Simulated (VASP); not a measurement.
Crystal: SnTe.

```
Sn Te
1.0
     5.46632    0.00000    0.00000
    -2.73316    4.73397    0.00000
     0.00000    0.00000    6.38636
Sn Te
2 2
Direct
  0.33333 0.66667 0.94232
  0.66667 0.33333 0.44232
  0.33333 0.66667 0.43268
  0.66667 0.33333 0.93268
```

| Quantity | Value |
| --- | --- |
| Program | VASP 6.6.1 |
| Task | relaxation of cell and atoms |
| Functional | PBE |
| Potentials or basis | VASP PAW PBE potentials, release 64 (Sn_d, Te) |
| Cutoff | 600 eV |
| k mesh | 5 × 5 × 4 |
| Occupations | gaussian, width 0.02 eV |
| Spin | no spin polarisation |

At the start: pressure 0.0 GPa; volume 41.32 Å³/atom.

Question: Where does the relaxation end?

Answer: Over 3 steps the energy falls by 3.7 meV/atom and the volume is 41.34 Å³/atom (+0.1 %); space group P6_3mc (No. 186, to 0.05 Å).

The path:
| step | energy change (eV) | largest force (eV/Å) | pressure (GPa) | volume (Å³) |
| --- | --- | --- | --- | --- |
| 1 | 0.0000 | 0.0087 | 0.02 | 165.26 |
| 2 | -0.0146 | 0.0089 | -0.06 | 165.35 |
| 3 | -0.0147 | 0.0074 | -0.06 | 165.35 |

Final structure:
```xyz
4
Lattice="5.4270 0.0000 0.0000 -2.7135 4.6999 0.0000 0.0000 0.0000 6.4827" Properties=species:S:1:pos:R:3 pbc="T T T"
Sn    0.0000    3.1333    6.1084
Sn    2.7135    1.5666    2.8671
Te    0.0000    3.1333    2.8053
Te    2.7135    1.5666    6.0466
```
